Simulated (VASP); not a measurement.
A run of VASP 6.6.1:

File INCAR:

```
PREC = Accurate
ENCUT = 500
EDIFF = 1E-6
ISMEAR = -1
SIGMA = 0.1
LREAL = False
LASPH = True
NELM = 120
ALGO = Normal
ISIF = 2
LWAVE = False
LCHARG = True
GGA = PE
LELF = True
LVHAR = True
NBANDS = 16
GGA_COMPAT = False
```

File KPOINTS:

```
regular mesh
0
Gamma
  10 10 8
```

File POSCAR:

```
ZrB2
1.0
    3.1700000000      0.0000000000      0.0000000000
   -1.5850000000      2.7453005300      0.0000000000
    0.0000000000      0.0000000000      3.5330000000
Zr B
1 2
Direct
    0.0000000000      0.0000000000      0.0000000000
    0.3333330000      0.6666670000      0.5000000000
    0.6666670000      0.3333330000      0.5000000000
```

Potentials or basis: VASP PAW PBE potentials, release 64 (Zr_sv, B).

Launch:

```bash
$ cat potpaw_PBE.64/Zr_sv/POTCAR potpaw_PBE.64/B/POTCAR > POTCAR
$ mpirun -np 1 vasp_std > vasp.out
```

Hardware: 1 thread of Intel(R) Xeon(R) 6975P-C (Granite Rapids) (shared host).

Question: Estimate the wall time of this run.

Answer: It took 14 s on 1 thread of Intel(R) Xeon(R) 6975P-C (Granite Rapids) (shared host), peak memory 0.16 GiB. Counts: scf iterations 13, k points 70.
